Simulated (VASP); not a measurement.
# Si6SnO16 (a cell with a defect) in VASP: single point with PBE

Aim: the single point of Si6SnO16 (a cell with a defect) with PBE.

All numbers are computed with VASP 6.6.1; they aren't measurements. Logs are shortened: lines on timing, memory, paths and dates and some standing lists are left out, and cuts for length are marked.

### 1 The cell of the first run

The cell holds a defect, 23 atoms: a = 5.910 Å, b = 5.910 Å, c = 5.330 Å, α = 90.00°, β = 90.00°, γ = 90.00°.

### 2 Single point, PBE

INCAR reads:

```
SYSTEM = Si6SnO16
PREC = Accurate
ENCUT = 520
EDIFF = 1E-6
ISMEAR = 0
SIGMA = 0.05
LREAL = Auto
LASPH = .True.
NELM = 80
ALGO = Normal
ISIF = 2
LWAVE = .False.
LCHARG = .False.
GGA = PE
NBANDS = 84
```

KPOINTS reads:

```
regular mesh
0
Gamma
  2 2 2
  0 0 0
```

POSCAR reads:

```
Si6SnO16
1.0
   -4.1790000000     -4.1790000000      0.0000000000
    4.1790000000     -4.1790000000      0.0000000000
    0.0000000000      0.0000000000      5.3298000000
Si O Sn
6 16 1
Direct
    0.4847573582      0.5586525485      0.0007244174
   -0.0041725293      0.4916463269      0.2527291831
    0.4976424982      0.5181435750      0.5007261060
   -0.0040995453      0.4915752572      0.7487502345
    0.0212920555     -0.0134203159      0.0008957184
   -0.0135811199     -0.0047136875      0.5008225449
    0.1860220148      0.5037987557      0.0007716988
   -0.0091694185      0.1883213687      0.2394705242
    0.7998537928      0.4916322087      0.0007086570
    0.0111803063      0.7896014597      0.2711544523
    0.1895351759      0.4835748983      0.5006975872
   -0.0090437904      0.1882830821      0.7620407895
    0.8016305336      0.4873864561      0.5007747007
    0.0114321608      0.7895388849      0.7302791850
    0.7648500838     -0.1121063652      0.0003838793
    0.4980575497      0.7102142857      0.2658069721
    0.2825665231     -0.0552185930      0.0009071635
    0.4859943766      0.3356526681      0.2451506623
    0.7020516870      0.0093608519      0.5005942062
    0.4978838239      0.7101826992      0.7356069646
    0.2738086863      0.0014368270      0.5007533116
    0.4859530988      0.3355958363      0.7562867275
    0.5476622398      0.1062329505      0.0005362303
```

Potentials or basis: VASP PAW PBE potentials, release 64 (Si, O, Sn_d).

Started as:

```sh
cat potpaw_PBE.64/Si/POTCAR potpaw_PBE.64/O/POTCAR potpaw_PBE.64/Sn_d/POTCAR > POTCAR
mpirun -np 1 vasp_std > vasp.out
```

OUTCAR:

```text
SYSTEM = Si6SnO16
   PREC = Accurate
   ENCUT = 520
   EDIFF = 1E-6
   ISMEAR = 0
   LREAL = Auto
   LASPH = .True.
   NELM = 80
   ISIF = 2
   GGA = PE

 ion  position               nearest neighbor table
   1  0.485  0.559  0.001-  16 1.67  20 1.67   7 1.80  18 1.85  22 1.85   9 1.90  15 2.55   3 2.68
                             3 2.68  23 2.70  23 3.26
   2  0.996  0.492  0.253-  11 1.75  13 1.75   7 1.75  10 1.77   9 1.77   8 1.79   4 2.64   4 2.69

   3  0.498  0.518  0.501-  20 1.69  16 1.69  18 1.74  22 1.74  13 1.81  11 1.83   1 2.68   1 2.68

   4  0.996  0.492  0.749-  11 1.75  13 1.75   7 1.75  14 1.77   9 1.77  12 1.79   2 2.64   2 2.69

   5  0.021  0.987  0.001-  17 1.56  15 1.62   8 1.75  12 1.75  10 1.85  14 1.85   6 2.67   6 2.67
                            23 2.89  23 3.19
   6  0.986  0.995  0.501-  19 1.68  21 1.70  14 1.73  10 1.73  12 1.80   8 1.80   5 2.67   5 2.67

   7  0.186  0.504  0.001-   2 1.75   4 1.75   1 1.80
   8  0.991  0.188  0.239-   5 1.75   2 1.79   6 1.80
   9  0.800  0.492  0.001-   2 1.77   4 1.77   1 1.90  23 2.72
  10  0.011  0.790  0.271-   6 1.73   2 1.77   5 1.85
  11  0.190  0.484  0.501-   2 1.75   4 1.75   3 1.83
  12  0.991  0.188  0.762-   5 1.75   4 1.79   6 1.80
  13  0.802  0.487  0.501-   4 1.75   2 1.75   3 1.81
  14  0.011  0.790  0.730-   6 1.73   4 1.77   5 1.85
  15  0.765  0.888  0.000-   5 1.62  23 1.82   1 2.55
  16  0.498  0.710  0.266-   1 1.67   3 1.69  23 2.75
  17  0.283  0.945  0.001-   5 1.56  23 1.83
  18  0.486  0.336  0.245-   3 1.74   1 1.85  23 1.92
  19  0.702  0.009  0.501-   6 1.68
  20  0.498  0.710  0.736-   1 1.67   3 1.69  23 2.75
  21  0.274  0.001  0.501-   6 1.70
  22  0.486  0.336  0.756-   3 1.74   1 1.85  23 1.91
  23  0.548  0.106  0.001-  15 1.82  17 1.83  22 1.91  18 1.92   1 2.70   9 2.72  20 2.75  16 2.75
                             5 2.89   5 3.19   1 3.26

  LATTYP: Found a simple tetragonal cell.
 ALAT       =     5.9099984772
 C/A-ratio  =     0.9018276435

  Lattice vectors:

 A1 = (  -4.1790000000,  -4.1790000000,   0.0000000000)
 A2 = (   4.1790000000,  -4.1790000000,   0.0000000000)
 A3 = (   0.0000000000,   0.0000000000,   5.3298000000)

Analysis of symmetry for initial positions (statically):
=====================================================================
 Subroutine PRICEL returns:
 Original cell was already a primitive cell.

 Routine SETGRP: Setting up the symmetry group for a
 simple tetragonal supercell.

 Subroutine GETGRP returns: Found  1 space group operations
 (whereof  1 operations were pure point group operations)
 out of a pool of 16 trial point group operations.

The static configuration has the point symmetry C_1 .

Analysis of symmetry for dynamics (positions and initial velocities):
=====================================================================
 Subroutine PRICEL returns:
 Original cell was already a primitive cell.

 Routine SETGRP: Setting up the symmetry group for a
 simple tetragonal supercell.

 Subroutine GETGRP returns: Found  1 space group operations
 (whereof  1 operations were pure point group operations)
 out of a pool of 16 trial point group operations.

The dynamic configuration has the point symmetry C_1 .

 Subroutine INISYM returns: Found  1 space group operations
 (whereof  1 operations are pure point group operations),
 and found     1 'primitive' translations

----------------------------------------------------------------------------------------

                                     Primitive cell

  volume of cell :     186.1597

  direct lattice vectors                    reciprocal lattice vectors
    -4.179000000 -4.179000000  0.000000000    -0.119645848 -0.119645848  0.000000000
     4.179000000 -4.179000000  0.000000000     0.119645848 -0.119645848  0.000000000
     0.000000000  0.000000000  5.329800000     0.000000000  0.000000000  0.187624301

  length of vectors
     5.909998477  5.909998477  5.329800000     0.169204781  0.169204781  0.187624301

  position of ions in fractional coordinates (direct lattice)
     0.484757358  0.558652548  0.000724417
     0.995827471  0.491646327  0.252729183
     0.497642498  0.518143575  0.500726106
     0.995900455  0.491575257  0.748750235
     0.021292055  0.986579684  0.000895718
     0.986418880  0.995286312  0.500822545
[... 15 lines left out ...]
     0.485953099  0.335595836  0.756286727
     0.547662240  0.106232951  0.000536230

  ion indices of the primitive-cell ions
   primitive index   ion index
                 1           1
                 2           2
                 3           3
                 4           4
                 5           5
                 6           6
[... 15 lines left out ...]
                22          22
                23          23

----------------------------------------------------------------------------------------

 KPOINTS: regular mesh

Automatic generation of k-mesh.
 Grid dimensions read from file:
 generate k-points for:    2    2    2

 Generating k-lattice:

  Cartesian coordinates                     Fractional coordinates (reciprocal lattice)
    -0.059822924 -0.059822924  0.000000000     0.500000000  0.000000000  0.000000000
     0.059822924 -0.059822924  0.000000000     0.000000000  0.500000000  0.000000000
     0.000000000  0.000000000  0.093812151     0.000000000  0.000000000  0.500000000

  Length of vectors
     0.084602391  0.084602391  0.093812151

  Shift w.r.t. Gamma in fractional coordinates (k-lattice)
     0.000000000  0.000000000  0.000000000

 Subroutine IBZKPT returns following result:
 ===========================================

 Found      8 irreducible k-points:

 Following reciprocal coordinates:
            Coordinates               Weight
  0.000000  0.000000  0.000000      1.000000
  0.500000  0.000000  0.000000      1.000000
  0.000000  0.500000  0.000000      1.000000
  0.500000  0.500000  0.000000      1.000000
  0.000000  0.000000  0.500000      1.000000
  0.500000  0.000000  0.500000      1.000000
  0.000000  0.500000  0.500000      1.000000
  0.500000  0.500000  0.500000      1.000000
   k-points           NKPTS =      8   k-points in BZ     NKDIM =      8   number of bands    NBANDS=     84
   number of dos      NEDOS =    301   number of ions     NIONS =     23
   total plane-waves  NPLWV =  92160
   dimension x,y,z NGX =    48 NGY =   48 NGZ =   40
   dimension x,y,z NGXF=    96 NGYF=   96 NGZF=   80
   ions per type =               6  16   1
   NGX,Y,Z   is equivalent  to a cutoff of  13.50, 13.50, 12.48 a.u.
   NGXF,Y,Z  is equivalent  to a cutoff of  27.00, 27.00, 24.95 a.u.
 SYSTEM =  Si6SnO16
   PREC   = accura    normal or accurate (medium, high low for compatibility)
   ISTART =      0    job   : 0-new  1-cont  2-samecut
   ICHARG =      2    charge: 1-file 2-atom 10-const
   ISPIN  =      1    spin polarized calculation?
   LNONCOLLINEAR =      F non collinear calculations
   LSORBIT =      F    spin-orbit coupling
   LASPH  =      T    aspherical Exc in radial PAW
   ENCUT  =  520.0 eV  38.22 Ry    6.18 a.u.  10.99 10.99  9.91*2*pi/ulx,y,z
   NELM   =     80;   NELMIN=  2; NELMDL= -5     # of ELM steps
   EDIFF  = 0.1E-05   stopping-criterion for ELM
   LREAL  =      T    real-space projection
   EDIFFG = 0.1E-04   stopping-criterion for IOM
   NSW    =      0    number of steps for IOM
   IBRION =     -1    ionic relax: 0-MD 1-quasi-New 2-CG
   NFREE  =      0    steps in history (QN), initial steepest desc. (CG)
   ISIF   =      2    stress and relaxation
   ISYM   =      2    0-nonsym 1-usesym 2-fastsym
   POTIM  = 0.5000    time-step for ionic-motion
   TEBEG  =    0.0;   TEEND  =   0.0 temperature during run
   PSTRESS=    0.0 pullay stress
   NELECT =     134.0000    total number of electrons
   NUPDOWN=      -1.0000    fix difference up-down
   EMIN   =  10.00;   EMAX   =-10.00  energy-range for DOS
   EFERMI =   0.00;   METHOD = LEGACY
   ISMEAR =     0;   SIGMA  =   0.05  broadening in eV -4-tet -1-fermi 0-gaus
   EFERMI_NEDOS =   21; number of points for ismear=-14 and -15
   IALGO  =     38    algorithm
   IMIX   =      4    mixing-type and parameters
     AMIX     =   0.40;   BMIX     =  1.00
     AMIX_MAG =   1.60;   BMIX_MAG =  1.00
  volume/ion in A,a.u.               =       8.09        54.62
  Fermi-wavevector in a.u.,A,eV,Ry     =   1.467173  2.772554 29.287840  2.152595
  Thomas-Fermi vector in A             =   2.582822
   LORBIT       =      0    0 simple, 1 ext, 2 COOP (PROOUT), +10 PAW based schemes
   GGA     = PE    functional components
   LHFCALC =     F    Hartree Fock is set to
   AEXX    =    0.0000 exact exchange contribution
   IVDW    =     0    specifies the selected vdW correction
   LEPSILON=     F    determine dielectric tensor
   LRPA    =     F    only Hartree local field effects (RPA)
 non-spin polarized calculation
 Gauss-broadening in eV      SIGMA  =   0.05
  energy-cutoff  :      520.00
  volume of cell :      186.16
 maximum number of plane-waves:      5032
 NGX is ok and might be reduce to    48
   NGX = 21   NGY = 21   NGZ = 19

 number of electron     133.9999971 magnetization

 Free energy of the ion-electron system (eV)
  ---------------------------------------------------
  ext. energy  EPLUGINS =         0.00000000
  ---------------------------------------------------
  free energy    TOTEN  =      -153.73736187 eV

  energy without entropy =     -153.72651918  energy(sigma->0) =     -153.73194052

 E-fermi :   7.3408     XC(G=0): -12.2047

 val. band max:        7.3157567819   @ k =   0.5000   0.0000   0.5000
 cond. band min:       7.3603739519   @ k =   0.5000   0.5000   0.0000
 fundamental gap:      0.0446171700
 Fermi energy:         7.3407891964

 k-point     1 :       0.0000    0.0000    0.0000
  band No.  band energies     occupation
      1     -15.1251      2.00000
      2     -14.4375      2.00000
      3     -14.1945      2.00000
      4     -14.0391      2.00000
      5     -13.5007      2.00000
      6     -13.2018      2.00000
[... 71 lines left out ...]
     78      16.8077      0.00000
     79      16.9578      0.00000
[... 572 lines left out ...]
     78      17.8484      0.00000
     79      18.0743      0.00000
 [bands above 79 left out]

------------------------ aborting loop because EDIFF is reached ----------------------------------------

  FORCE on cell =-STRESS in cart. coord.  units (eV):
  Direction    XX          YY          ZZ          XY          YZ          ZX
  --------------------------------------------------------------------------------------
  -------------------------------------------------------------------------------------
  Total       50.6244850     39.2120792     26.8746214      2.2959815      0.0122519     -0.0164444
  in kB      435.6979836    337.4774847    231.2955548     19.7602902      0.1054452     -0.1415278
  external PRESSURE =     334.8236744 kB  Pullay stress =       0.0000000 kB

 VOLUME and BASIS-vectors are now :
 -----------------------------------------------------------------------------
  energy-cutoff  :      520.00
  volume of cell :      186.16
      direct lattice vectors                 reciprocal lattice vectors
    -4.179000000 -4.179000000  0.000000000    -0.119645848 -0.119645848  0.000000000
     4.179000000 -4.179000000  0.000000000     0.119645848 -0.119645848  0.000000000
     0.000000000  0.000000000  5.329800000     0.000000000  0.000000000  0.187624301

 POSITION                                       TOTAL-FORCE (eV/Angst)
 -----------------------------------------------------------------------------------
      0.30881     -4.36041      0.00386         0.003846     -0.007523     -0.000684
     -2.10697     -6.21615      1.34700        -0.003792     -0.006941     -0.000429
      0.08567     -4.24497      2.66877        -0.027026      0.040803     -0.003070
     -2.10758     -6.21616      3.99069         0.000111     -0.006867      0.000916
      4.03394     -4.21190      0.00477        -0.006449      0.005937     -0.007270
      0.03706     -8.28155      2.66928        -0.020623      0.002886     -0.007169
[... 15 lines left out ...]
     -0.62834     -3.43325      4.03086         0.026942     -0.030476     -0.043973
     -1.84473     -2.73263      0.00286        -0.067186      0.061592      0.010360
 -----------------------------------------------------------------------------------
    total drift:                                0.017340     -0.004072     -0.000185

  FREE ENERGIE OF THE ION-ELECTRON SYSTEM (eV)
  ---------------------------------------------------
  free  energy   TOTEN  =      -153.7373618671 eV

  energy  without entropy=     -153.7265191762  energy(sigma->0) =     -153.73194052
```

It took 3 min on 1 thread of AMD EPYC 9R45 (Zen 5), shared host; peak memory 0.3 GiB.

What came out:

```
Free energy            : -153.7374 eV
Pressure               : 33.5 GPa
Largest force          : 0.092 eV/Å
Band gap on the k mesh : zero (bands 67 and 68 overlap by 0.14 eV)
```

Forces on the atoms (eV/Å):
```
Si   0.004 -0.008 -0.001
Si  -0.004 -0.007  0.000
Si  -0.027  0.041 -0.003
Si   0.000 -0.007  0.001
Si  -0.006  0.006 -0.007
Si  -0.021  0.003 -0.007
O    0.001 -0.006  0.001
O    0.012 -0.007  0.000
O    0.018  0.019 -0.001
O   -0.002  0.009 -0.005
O   -0.019 -0.022  0.002
O    0.011 -0.008  0.003
O    0.014  0.020  0.001
O    0.001  0.010  0.010
O    0.016  0.032  0.004
O    0.029 -0.032  0.013
O   -0.030 -0.011  0.002
O    0.007 -0.018  0.025
O    0.067  0.055  0.004
O    0.027 -0.033 -0.008
O   -0.057 -0.068  0.001
O    0.027 -0.030 -0.044
Sn  -0.067  0.062  0.010
```

Stress tensor (GPa, compression positive):
```
43.57  1.98 -0.01
 1.98 33.75  0.01
-0.01  0.01 23.13
```

Levels at points of the mesh, in eV from the Fermi level:
```
           k point  band 64  band 65  band 66  band 67  band 68  band 69  band 70  band 71
(0.00, 0.00, 0.00)    -0.47    -0.20    -0.12     0.09     0.16     0.41     3.99     6.68
(0.50, 0.00, 0.00)    -0.61    -0.56    -0.36    -0.28     0.11     0.23     4.28     7.13
(0.00, 0.50, 0.00)    -0.51    -0.48    -0.29    -0.18     0.07     0.10     4.58     6.91
(0.50, 0.50, 0.00)    -0.45    -0.21    -0.10     0.02     0.08     0.18     4.70     7.79
(0.00, 0.00, 0.50)    -0.75    -0.42    -0.37    -0.07     0.06     0.19     4.57     7.81
(0.50, 0.00, 0.50)    -0.67    -0.36    -0.34    -0.12    -0.02     0.18     4.54     7.93
(0.00, 0.50, 0.50)    -0.50    -0.30    -0.12    -0.05     0.11     0.36     4.94     8.18
(0.50, 0.50, 0.50)    -0.69    -0.46    -0.38    -0.26    -0.05     0.14     4.97     8.50
```

Caveat: the k points lie up to 0.59 Å⁻¹ apart; spin-orbit coupling is left out, which moves the levels of the heavy elements.
